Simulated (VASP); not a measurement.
Input of a VASP 6.6.1 run:

Contents of INCAR:

```
ALGO = Normal ; EDIFF = 1E-6
ENCUT = 520 ; GGA = PE
ISIF = 2 ; ISMEAR = 0
ISPIN = 2 ; LASPH = True
LCHARG = True ; LELF = True
LORBIT = 11 ; LREAL = False
LVHAR = True ; LWAVE = False
MAGMOM = 0 0 1 1 ; NBANDS = 20
NELM = 150 ; PREC = Accurate
SIGMA = 0.1
```

KPOINTS

```
k-points
0
Gamma
  6 6 4
```

The input POSCAR:

```
SiC
1.0
    3.9900754252      0.0000000000      0.0000000000
   -1.9950377126      3.4555066813      0.0000000000
    0.0000000000      0.0000000000      3.9931593104
Si C
2 2
Direct
    0.3333333333      0.6666666667      0.5000000000
    0.6666666667      0.3333333333      0.5000000000
    0.3333333333      0.6666666667      0.0000000000
    0.6666666667      0.3333333333      0.0000000000
```

Potentials or basis: VASP PAW PBE potentials, release 64 (Si, C).

Run with:

```sh
$ cat potpaw_PBE.64/Si/POTCAR potpaw_PBE.64/C/POTCAR > POTCAR
$ mpirun -np 1 vasp_std > vasp.out
```

Task: What does it give for the band gap on the k mesh?

Result: Zero (filled and empty bands overlap).

Task: Estimate the net moment.

Result: 0.00 μB per cell.

Stress tensor (GPa, compression positive):
```
 0.17  0.00  0.00
 0.00  0.17  0.00
 0.00  0.00 -0.61
```

Caveat: the k points lie up to 0.39 Å⁻¹ apart.
